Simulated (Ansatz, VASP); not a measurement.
Te in VASP and in Ansatz

```xyz
2
Lattice="4.5644 0.0000 0.0000 -2.2822 3.9529 0.0000 0.0000 0.0000 16.0000" Properties=species:S:1:pos:R:3 pbc="T T T"
Te    0.0000    2.6353    8.7225
Te    2.2822    1.3176    7.2775
```

Alike in both runs: task single point; functional PBE; k mesh 6 × 6 × 1; occupations gaussian, width 0.1 eV; no spin polarisation.

```csv
,VASP,Ansatz
version,VASP 6.6.1,Ansatz 0.2.0
potentials or method,"VASP PAW PBE potentials, release 64 (Te), cutoff 520 eV","scalar-relativistic, plane waves, PAW"
valence electrons in the cell,12,32
```

VASP gave:

| Property | Result |
| --- | --- |
| gap on the k mesh at the Fermi level (eV) | none |
| rms of the force components (eV/Å) | 0.691 |

**Question.** What did Ansatz give for the same quantities?

**Answer.** gap on the k mesh at the Fermi level (eV): none; rms of the force components (eV/Å): 0.687.

Atom by atom the forces differ by 0.004 eV/Å (rms over components). A gap of «none» marks a metal or a gap that the smearing closes. The functional is the same, so the differences come from potentials, cutoffs and numerics. VASP's potentials hold 12 valence electrons a cell and Ansatz's 32, so a difference there can come from the potentials and not from the codes. Ansatz's warnings: slab cell height set.

Neither program's run includes spin-orbit coupling.
